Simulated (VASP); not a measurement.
# Cu (I4/mmm) in VASP: a series of runs

Cu is run at these levels: PBE; tasks: single point.

Everything below comes from runs of VASP 6.6.1. Logs are shortened: lines on timing, memory, paths and dates and some standing lists are left out, and cuts for length are marked.

## Step 1: The cell of the first run

Symmetry: I4/mmm, No. 139, tetragonal system. Conventional cell: a = 2.567 Å, b = 2.567 Å, c = 3.811 Å, α = 90.00°, β = 90.00°, γ = 90.00°. Within 3.4 Å of Cu (site symmetry 4/mmm) lie 12 Cu at 2.57 to 2.63 Å.

## Step 2: Single point, PBE (strain +0.000 along x and y, +0.050 along z)

INCAR reads:

```
PREC = Accurate
ENCUT = 520
EDIFF = 1E-6
ISMEAR = 0
SIGMA = 0.15
LREAL = False
LASPH = True
NELM = 80
ALGO = Fast
ISIF = 2
LWAVE = False
LCHARG = False
GGA = PE
NBANDS = 12
```

KPOINTS reads:

```
Automatic mesh
0
Gamma
  28 28 28
```

POSCAR reads:

```
Cu
1.0
    0.0000000000      1.8148741282      1.9056178346
    1.8148741282      0.0000000000      1.9056178346
    1.8148741282      1.8148741282      0.0000000000
Cu
1
Direct
    0.0000000000      0.0000000000      0.0000000000
```

Potentials or basis: VASP PAW PBE potentials, release 64 (Cu).

Run with:

```console
> cat potpaw_PBE.64/Cu/POTCAR > POTCAR
> mpirun -np 1 vasp_std > vasp.out
```

OUTCAR:

```text
PREC = Accurate
   ENCUT = 520
   EDIFF = 1E-6
   ISMEAR = 0
   LREAL = False
   LASPH = True
   NELM = 80
   ISIF = 2
   GGA = PE

 ion  position               nearest neighbor table
   1  0.000  0.000  0.000-

  LATTYP: Found a body centered tetragonal cell.
 ALAT       =     2.5666196061
 C/A-ratio  =     1.4849242405

  Lattice vectors:

 A1 = (  -1.8148741282,   0.0000000000,   1.9056178346)
 A2 = (   1.8148741282,   0.0000000000,   1.9056178346)
 A3 = (   0.0000000000,   1.8148741282,  -1.9056178346)

Analysis of symmetry for initial positions (statically):
=====================================================================
 Subroutine PRICEL returns:
 Original cell was already a primitive cell.

 Routine SETGRP: Setting up the symmetry group for a
 body centered tetragonal supercell.

 Subroutine GETGRP returns: Found 16 space group operations
 (whereof 16 operations were pure point group operations)
 out of a pool of 16 trial point group operations.

The static configuration has the point symmetry D_4h.

Analysis of symmetry for dynamics (positions and initial velocities):
=====================================================================
 Subroutine PRICEL returns:
 Original cell was already a primitive cell.

 Routine SETGRP: Setting up the symmetry group for a
 body centered tetragonal supercell.

 Subroutine GETGRP returns: Found 16 space group operations
 (whereof 16 operations were pure point group operations)
 out of a pool of 16 trial point group operations.

The dynamic configuration has the point symmetry D_4h.

 Subroutine INISYM returns: Found 16 space group operations
 (whereof 16 operations are pure point group operations),
 and found     1 'primitive' translations

----------------------------------------------------------------------------------------

                                     Primitive cell

  volume of cell :      12.5533

  direct lattice vectors                    reciprocal lattice vectors
     0.000000000  1.814874128  1.905617835    -0.275501200  0.275501200  0.262382095
     1.814874128  0.000000000  1.905617835     0.275501200 -0.275501200  0.262382095
     1.814874128  1.814874128  0.000000000     0.275501200  0.275501200 -0.262382095

  length of vectors
     2.631567486  2.631567486  2.566619606     0.469729908  0.469729908  0.469729908

  position of ions in fractional coordinates (direct lattice)
     0.000000000  0.000000000  0.000000000

  ion indices of the primitive-cell ions
   primitive index   ion index
                 1           1

[... 78 lines left out ...]
   ISYM   =      2    0-nonsym 1-usesym 2-fastsym
   POTIM  = 0.5000    time-step for ionic-motion
   TEBEG  =    0.0;   TEEND  =   0.0 temperature during run
   PSTRESS=    0.0 pullay stress
   NELECT =      11.0000    total number of electrons
   NUPDOWN=      -1.0000    fix difference up-down
   EMIN   =  10.00;   EMAX   =-10.00  energy-range for DOS
   EFERMI =   0.00;   METHOD = LEGACY
   ISMEAR =     0;   SIGMA  =   0.15  broadening in eV -4-tet -1-fermi 0-gaus
   EFERMI_NEDOS =   21; number of points for ismear=-14 and -15
   IALGO  =     68    algorithm
   IMIX   =      4    mixing-type and parameters
     AMIX     =   0.40;   BMIX     =  1.00
     AMIX_MAG =   1.60;   BMIX_MAG =  1.00
  volume/ion in A,a.u.               =      12.55        84.71
  Fermi-wavevector in a.u.,A,eV,Ry     =   1.566581  2.960408 33.391081  2.454175
  Thomas-Fermi vector in A             =   2.668888
   LORBIT       =      0    0 simple, 1 ext, 2 COOP (PROOUT), +10 PAW based schemes
   GGA     = PE    functional components
   LHFCALC =     F    Hartree Fock is set to
   AEXX    =    0.0000 exact exchange contribution
   IVDW    =     0    specifies the selected vdW correction
   LEPSILON=     F    determine dielectric tensor
   LRPA    =     F    only Hartree local field effects (RPA)
 non-spin polarized calculation
 RMM-DIIS sequential band-by-band and
 Gauss-broadening in eV      SIGMA  =   0.15
  energy-cutoff  :      520.00
  volume of cell :       12.55
 maximum number of plane-waves:       351
   NGX =  9   NGY =  9   NGZ =  9

 number of electron      10.9999984 magnetization

 Free energy of the ion-electron system (eV)
  ---------------------------------------------------
  ext. energy  EPLUGINS =         0.00000000
  ---------------------------------------------------
  free energy    TOTEN  =        -3.71659074 eV

  energy without entropy =       -3.71317100  energy(sigma->0) =       -3.71488087

 E-fermi :   6.8723     XC(G=0): -12.3757

 val. band max:        6.8676848481   @ k =   0.5000   0.0714   0.2143
 cond. band min:       6.8743939701   @ k =  -0.4286   0.1071   0.0357
 fundamental gap:      0.0067091220
 Fermi energy:         6.8723197152

 k-point     1 :       0.0000    0.0000    0.0000
  band No.  band energies     occupation
      1      -2.0430      2.00000
      2       3.8586      2.00000
      3       4.0831      2.00000
      4       4.0831      2.00000
      5       4.6349      2.00000
      6       4.8567      2.00000
      7      29.0002      0.00000
      8      31.1018      0.00000
      9      31.1883      0.00000
     10      31.1883      0.00000
     11      33.5905      0.00000
     12      33.6866      0.00000
[... 331 lines left out ...]
 k-point    24 :       0.3214    0.0357    0.0000
  band No.  band energies     occupation
      1       0.8929      2.00000
      2       3.8557      2.00000
      3       3.9872      2.00000
      4       4.2255      2.00000
      5       4.9441      2.00000
      6       5.0176      2.00000
      7      16.2055      0.00000
      8      27.8195      0.00000
      9      27.8486      0.00000
     10      28.6599      0.00000
     11      31.3992      0.00000
     12      34.9676      0.00000

 [... further k-points ...]
[... 5 lines left out ...]
  --------------------------------------------------------------------------------------
  -------------------------------------------------------------------------------------
  Total       -0.3444469     -0.3444469     -0.5685532      0.0000000      0.0000000      0.0000000
  in kB      -43.9616525    -43.9616525    -72.5642824      0.0000000      0.0000000      0.0000000
  external PRESSURE =     -53.4958625 kB  Pullay stress =       0.0000000 kB

 VOLUME and BASIS-vectors are now :
 -----------------------------------------------------------------------------
  energy-cutoff  :      520.00
  volume of cell :       12.55
      direct lattice vectors                 reciprocal lattice vectors
     0.000000000  1.814874128  1.905617835    -0.275501200  0.275501200  0.262382095
     1.814874128  0.000000000  1.905617835     0.275501200 -0.275501200  0.262382095
     1.814874128  1.814874128  0.000000000     0.275501200  0.275501200 -0.262382095

 POSITION                                       TOTAL-FORCE (eV/Angst)
 -----------------------------------------------------------------------------------
      0.00000      0.00000      0.00000        -0.000000      0.000000      0.000000
 -----------------------------------------------------------------------------------
    total drift:                                0.000000      0.000000      0.000000

  FREE ENERGIE OF THE ION-ELECTRON SYSTEM (eV)
  ---------------------------------------------------
  free  energy   TOTEN  =        -3.7165907393 eV

  energy  without entropy=       -3.7131710036  energy(sigma->0) =       -3.71488087
```

OSZICAR:

```text
N       E                     dE             d eps       ncg     rms          rms(c)
DAV:   1     0.431832872948E+02    0.43183E+02   -0.53807E+03 43196   0.151E+03
DAV:   2    -0.319070875537E+01   -0.46374E+02   -0.42830E+02 40532   0.202E+02
DAV:   3    -0.458109050752E+01   -0.13904E+01   -0.13773E+01 45816   0.403E+01
DAV:   4    -0.459008192696E+01   -0.89914E-02   -0.89901E-02 44712   0.287E+00
DAV:   5    -0.459016956597E+01   -0.87639E-04   -0.87637E-04 46640   0.289E-01    0.757E+00
RMM:   6    -0.411073366314E+01    0.47944E+00   -0.33876E+00 49121   0.342E+01    0.469E+00
RMM:   7    -0.372719155872E+01    0.38354E+00   -0.54186E-01 48771   0.134E+01    0.920E-01
RMM:   8    -0.371753034818E+01    0.96612E-02   -0.10191E-02 50459   0.119E+00    0.236E-01
RMM:   9    -0.371653901645E+01    0.99133E-03   -0.24683E-03 51819   0.900E-01    0.311E-02
RMM:  10    -0.371657941681E+01   -0.40400E-04   -0.46404E-04 52262   0.284E-01    0.138E-02
RMM:  11    -0.371659033047E+01   -0.10914E-04   -0.71719E-05 52817   0.997E-02    0.146E-02
RMM:  12    -0.371659051469E+01   -0.18422E-06   -0.14066E-05 53274   0.523E-02    0.484E-03
RMM:  13    -0.371659073926E+01   -0.22457E-06   -0.37189E-06 39282   0.198E-02
   1 F= -.37165907E+01 E0= -.37148809E+01  d E =-.341974E-02
```

Wall time 92 s (1 thread of Intel Xeon 6975P-C (Granite Rapids), shared host); peak memory 0.33 GiB.

What came out:

| Item | Value |
| --- | --- |
| Free energy | -3.7166 eV |
| Pressure | -5.3 GPa |

Levels at points of the mesh, in eV from the Fermi level:
| k point | band 2 | band 3 | band 4 | band 5 | band 6 | band 7 | band 8 | band 9 | band 10 | band 11 |
| --- | --- | --- | --- | --- | --- | --- | --- | --- | --- | --- |
| (0.00, 0.00, 0.00) | -3.01 | -2.79 | -2.79 | -2.24 | -2.02 | 22.13 | 24.23 | 24.32 | 24.32 | 26.72 |
| (0.50, 0.00, 0.00) | -3.00 | -2.79 | -1.64 | -1.56 | -0.84 | 3.45 | 19.55 | 21.46 | 21.92 | 23.45 |
| (0.50, 0.50, 0.00) | -4.13 | -1.61 | -1.49 | -1.49 | 0.90 | 5.87 | 13.35 | 13.35 | 17.57 | 19.99 |
| (0.50, 0.00, 0.50) | -4.13 | -1.63 | -1.55 | -1.39 | 1.86 | 7.10 | 12.19 | 12.32 | 16.66 | 18.93 |

Caveat: the cell differs from its parent crystal (strain +0.000 along x and y, +0.050 along z).

## Step 3: Single point, PBE (strain +0.025 along x and y, +0.000 along z)

INCAR reads:

```
SYSTEM = Cu
  PREC = Accurate
  ENCUT = 520
  EDIFF = 1E-6
  ISMEAR = 0
  SIGMA = 0.15
  LREAL = .FALSE.
  LASPH = .TRUE.
  NELM = 80
  ALGO = Fast
  ISIF = 2
  LWAVE = .FALSE.
  LCHARG = .FALSE.
  GGA = PE
  NBANDS = 12
```

KPOINTS reads:

```
Automatic mesh
0
G
  28 28 28
  0 0 0
```

POSCAR reads:

```
Cu
1.0
    0.0000000000      1.8602459814      1.8148741282
    1.8602459814      0.0000000000      1.8148741282
    1.8602459814      1.8602459814      0.0000000000
Cu
1
Direct
    0.0000000000      0.0000000000      0.0000000000
```

Potentials or basis: VASP PAW PBE potentials, release 64 (Cu).

Run with:

```console
> cat potpaw_PBE.64/Cu/POTCAR > POTCAR
> mpirun -np 1 vasp_std > vasp.out
```

Run time: 91 s. Hardware: 1 thread of Intel Xeon 6975P-C (Granite Rapids), shared host; peak memory 0.34 GiB.

Results (log left out):

```yaml
Free_energy: -3.7191 eV
Pressure: -5.5 GPa
```

Stress tensor (GPa, compression positive):
```
-5.85  0.00  0.00
 0.00 -5.85  0.00
 0.00  0.00 -4.75
```

Levels at points of the mesh, in eV from the Fermi level:
```tsv
k point	band 4	band 5	band 6	band 7	band 8	band 9
(0.00, 0.00, 0.00)	-2.79	-2.17	-2.07	22.09	24.24	24.24
(0.50, 0.00, 0.00)	-1.63	-1.58	-0.84	3.44	20.39	20.72
(0.50, 0.50, 0.00)	-1.47	-1.47	1.87	7.10	12.22	12.22
(0.50, 0.00, 0.50)	-1.51	-1.44	1.36	6.46	12.76	12.82
```

Caveat: the cell differs from its parent crystal (strain +0.025 along x and y, +0.000 along z).

## Step 4: Single point, PBE (strain +0.025 along x and y, +0.050 along z)

INCAR reads:

```
PREC = Accurate
ENCUT = 520
EDIFF = 1E-6
ISMEAR = 0
SIGMA = 0.15
LREAL = F
LASPH = T
NELM = 100
ALGO = Fast
ISIF = 2
LWAVE = F
LCHARG = F
GGA = PE
NBANDS = 12
```

KPOINTS reads:

```
regular mesh
0
Gamma
  28 28 28
```

POSCAR reads:

```
Cu
1.0
    0.0000000000      1.8602459814      1.9056178346
    1.8602459814      0.0000000000      1.9056178346
    1.8602459814      1.8602459814      0.0000000000
Cu
1
Direct
    0.0000000000      0.0000000000      0.0000000000
```

Potentials or basis: VASP PAW PBE potentials, release 64 (Cu).

Run with:

```console
> cat potpaw_PBE.64/Cu/POTCAR > POTCAR
> mpirun -np 1 vasp_std > vasp.out
```

OUTCAR:

```text
PREC = Accurate
   ENCUT = 520
   EDIFF = 1E-6
   ISMEAR = 0
   LREAL = F
   LASPH = T
   NELM = 100
   ISIF = 2
   GGA = PE

 ion  position               nearest neighbor table
   1  0.000  0.000  0.000-

  LATTYP: Found a body centered tetragonal cell.
 ALAT       =     2.6307850962
 C/A-ratio  =     1.4487065761

  Lattice vectors:

 A1 = (  -1.8602459814,   0.0000000000,   1.9056178346)
 A2 = (   1.8602459814,   0.0000000000,   1.9056178346)
 A3 = (   0.0000000000,   1.8602459814,  -1.9056178346)

Analysis of symmetry for initial positions (statically):
=====================================================================
 Subroutine PRICEL returns:
 Original cell was already a primitive cell.

 Routine SETGRP: Setting up the symmetry group for a
 body centered tetragonal supercell.

 Subroutine GETGRP returns: Found 16 space group operations
 (whereof 16 operations were pure point group operations)
 out of a pool of 16 trial point group operations.

The static configuration has the point symmetry D_4h.

Analysis of symmetry for dynamics (positions and initial velocities):
=====================================================================
 Subroutine PRICEL returns:
 Original cell was already a primitive cell.

 Routine SETGRP: Setting up the symmetry group for a
 body centered tetragonal supercell.

 Subroutine GETGRP returns: Found 16 space group operations
 (whereof 16 operations were pure point group operations)
 out of a pool of 16 trial point group operations.

The dynamic configuration has the point symmetry D_4h.

 Subroutine INISYM returns: Found 16 space group operations
 (whereof 16 operations are pure point group operations),
 and found     1 'primitive' translations

----------------------------------------------------------------------------------------

                                     Primitive cell

  volume of cell :      13.1888

[... 107 lines left out ...]
  volume/ion in A,a.u.               =      13.19        89.00
  Fermi-wavevector in a.u.,A,eV,Ry     =   1.541003  2.912074 32.309631  2.374691
  Thomas-Fermi vector in A             =   2.647011
   LORBIT       =      0    0 simple, 1 ext, 2 COOP (PROOUT), +10 PAW based schemes
   GGA     = PE    functional components
   LHFCALC =     F    Hartree Fock is set to
   AEXX    =    0.0000 exact exchange contribution
   IVDW    =     0    specifies the selected vdW correction
   LEPSILON=     F    determine dielectric tensor
   LRPA    =     F    only Hartree local field effects (RPA)
 non-spin polarized calculation
 RMM-DIIS sequential band-by-band and
 Gauss-broadening in eV      SIGMA  =   0.15
  energy-cutoff  :      520.00
  volume of cell :       13.19
 maximum number of plane-waves:       370
   NGX =  9   NGY =  9   NGZ =  9

 number of electron      11.0000008 magnetization

 Free energy of the ion-electron system (eV)
  ---------------------------------------------------
  ext. energy  EPLUGINS =         0.00000000
  ---------------------------------------------------
  free energy    TOTEN  =        -3.68772508 eV

  energy without entropy =       -3.68444916  energy(sigma->0) =       -3.68608712

 E-fermi :   6.3151     XC(G=0): -12.0980

 val. band max:        6.3099797656   @ k =   0.5000   0.2500   0.0714
 cond. band min:       6.3183681291   @ k =   0.4286   0.0000   0.3929
 fundamental gap:      0.0083883635
 Fermi energy:         6.3150686591

 k-point     1 :       0.0000    0.0000    0.0000
  band No.  band energies     occupation
      1      -2.2490      2.00000
      2       3.5149      2.00000
      3       3.6162      2.00000
      4       3.6162      2.00000
      5       4.2221      2.00000
      6       4.3220      2.00000
      7      28.0084      0.00000
      8      29.8028      0.00000
      9      29.8202      0.00000
     10      29.8202      0.00000
     11      32.2545      0.00000
     12      32.2545      0.00000
[... 331 lines left out ...]
 k-point    24 :       0.3214    0.0357    0.0000
  band No.  band energies     occupation
      1       0.6102      2.00000
      2       3.4573      2.00000
      3       3.6159      2.00000
      4       3.7365      2.00000
      5       4.4549      2.00000
      6       4.5209      2.00000
      7      15.2760      0.00000
      8      26.3524      0.00000
      9      26.9426      0.00000
     10      27.6437      0.00000
     11      30.6015      0.00000
     12      33.1297      0.00000

 [... further k-points ...]
[... 5 lines left out ...]
  --------------------------------------------------------------------------------------
  -------------------------------------------------------------------------------------
  Total       -0.7777395     -0.7777395     -0.8710975      0.0000000      0.0000000     -0.0000000
  in kB      -94.4796272    -94.4796272   -105.8207356      0.0000000      0.0000000     -0.0000000
  external PRESSURE =     -98.2599967 kB  Pullay stress =       0.0000000 kB

 VOLUME and BASIS-vectors are now :
 -----------------------------------------------------------------------------
  energy-cutoff  :      520.00
  volume of cell :       13.19
      direct lattice vectors                 reciprocal lattice vectors
     0.000000000  1.860245981  1.905617835    -0.268781658  0.268781658  0.262382095
     1.860245981  0.000000000  1.905617835     0.268781658 -0.268781658  0.262382095
     1.860245981  1.860245981  0.000000000     0.268781658  0.268781658 -0.262382095

 POSITION                                       TOTAL-FORCE (eV/Angst)
 -----------------------------------------------------------------------------------
      0.00000      0.00000      0.00000        -0.000000      0.000000      0.000000
 -----------------------------------------------------------------------------------
    total drift:                                0.000000      0.000000      0.000000

  FREE ENERGIE OF THE ION-ELECTRON SYSTEM (eV)
  ---------------------------------------------------
  free  energy   TOTEN  =        -3.6877250774 eV

  energy  without entropy=       -3.6844491590  energy(sigma->0) =       -3.68608712
```

OSZICAR:

```text
N       E                     dE             d eps       ncg     rms          rms(c)
DAV:   1     0.431735232510E+02    0.43174E+02   -0.54083E+03 43036   0.148E+03
DAV:   2    -0.316135209174E+01   -0.46335E+02   -0.42775E+02 40496   0.200E+02
DAV:   3    -0.452346003187E+01   -0.13621E+01   -0.13488E+01 46224   0.399E+01
DAV:   4    -0.453266077669E+01   -0.92007E-02   -0.91994E-02 44600   0.290E+00
DAV:   5    -0.453275393815E+01   -0.93161E-04   -0.93160E-04 46908   0.298E-01    0.747E+00
RMM:   6    -0.411571457846E+01    0.41704E+00   -0.35497E+00 49037   0.350E+01    0.492E+00
RMM:   7    -0.369594452809E+01    0.41977E+00   -0.60164E-01 48693   0.142E+01    0.854E-01
RMM:   8    -0.368837493504E+01    0.75696E-02   -0.93064E-03 50422   0.128E+00    0.201E-01
RMM:   9    -0.368766473432E+01    0.71020E-03   -0.23109E-03 51686   0.883E-01    0.287E-02
RMM:  10    -0.368771291838E+01   -0.48184E-04   -0.51073E-04 51801   0.322E-01    0.176E-02
RMM:  11    -0.368772210327E+01   -0.91849E-05   -0.10563E-04 53404   0.102E-01    0.205E-03
RMM:  12    -0.368772501325E+01   -0.29100E-05   -0.18633E-05 49955   0.532E-02    0.180E-03
RMM:  13    -0.368772507736E+01   -0.64111E-07   -0.36911E-06 37299   0.223E-02
   1 F= -.36877251E+01 E0= -.36860871E+01  d E =-.327592E-02
```

It took 94 s on 1 thread of Intel Xeon 6975P-C (Granite Rapids), shared host; peak memory 0.34 GiB.

Results:

```
Free energy : -3.6877 eV
Pressure    : -9.8 GPa
```

Caveat: the cell differs from its parent crystal (strain +0.025 along x and y, +0.050 along z).

## Step 5: The runs side by side

```tsv
cell	gap on the mesh (eV)	pressure (GPa)
a = 2.632, b = 2.632, c = 2.567 Å, angles 60.8, 60.8, 58.4°, 1 atom	none	-5.3
a = 2.599, b = 2.599, c = 2.631 Å, angles 59.6, 59.6, 60.8°, 1 atom	none	-5.5
a = 2.663, b = 2.663, c = 2.631 Å, angles 60.4, 60.4, 59.2°, 1 atom	none	-9.8
```

Alike in all rows: task single point; level PBE; potentials or basis VASP PAW PBE potentials, release 64 (Cu); no spin polarisation; k mesh 28 × 28 × 28; cutoff (eV) 520; smearing gaussian 0.15 eV.

Total energies depend on the potentials used, so only differences within one code and one set of settings carry meaning.
